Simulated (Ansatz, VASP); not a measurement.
## WSe2: VASP beside Ansatz

```
W Se
1.0
     3.27021    0.00000    0.00000
    -1.63511    2.83209    0.00000
     0.00000    0.00000   16.66114
W Se
1 2
Direct
  0.01307 0.19537 0.00000
  0.33333 0.66667 0.10040
  0.33333 0.66667 0.89960
```

Alike in both runs: task single point; functional PBEsol; k mesh 9 × 9 × 2; occupations gaussian, width 0.05 eV; no spin polarisation.

```csv
,VASP,Ansatz
version,VASP 6.6.1,Ansatz 0.2.0
potentials or method,"VASP PAW PBE potentials, release 64 (W_sv, Se), cutoff 520 eV","scalar-relativistic, plane waves, PAW"
valence electrons in the cell,26,46
```

Ansatz gave:

* gap on the k mesh at the Fermi level (eV): none
* rms of the force components (eV/Å): 3.991

Problem. Which values does VASP return?

Solution. gap on the k mesh at the Fermi level (eV): none; rms of the force components (eV/Å): 4.031.

VASP's potentials were made for PBE, not for PBEsol, and Ansatz warns of the same on its side. Atom by atom the forces differ by 0.046 eV/Å (rms over components). A gap of «none» marks a metal or a gap that the smearing closes. VASP's potentials hold 26 valence electrons a cell and Ansatz's 46, so a difference there can come from the potentials and not from the codes. Ansatz's warnings: xc potential rough in thin density.

Spin-orbit coupling is off throughout.
